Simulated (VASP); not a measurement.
Crystal: Ti.

```
Ti
1.0
    -1.59177    1.64100    1.64100
     1.64100   -1.59177    1.64100
     1.64100    1.64100   -1.59177
Ti
1
Direct
  0.00000 0.00000 0.00000
```

This cell differs from its parent crystal: equal xy, yz and zx shear strains of +3 %.

Base run:

| Item | Value |
| --- | --- |
| Program | VASP 6.6.1 |
| Functional | PBEsol |
| Potentials or basis | VASP PAW PBE potentials, release 64 (Ti_sv) |
| Cutoff | 520 eV |
| k mesh | 14 × 14 × 14 |
| Occupations | fermi-dirac, width 0.05 eV |
| Spin | no spin polarisation |

Its results: band gap on the k mesh zero (bands 6 and 7 overlap by 1.41 eV); pressure -6.8 GPa.

**Question.** The run is repeated on the same cell with these changes: cutoff from 520 eV to 400 eV; further incar settings from ALGO = Normal; EDIFF = 1e-06; NBANDS = 12 to ALGO = Normal; EDIFF = 1e-08; NBANDS = 12. What comes out?

**Answer.** Band gap on the k mesh zero (bands 6 and 7 overlap by 1.41 eV); pressure -7.5 GPa.

Caveats: the cell stands under tension; the PAW data sets were made with another functional, which shifts forces and pressure a little.
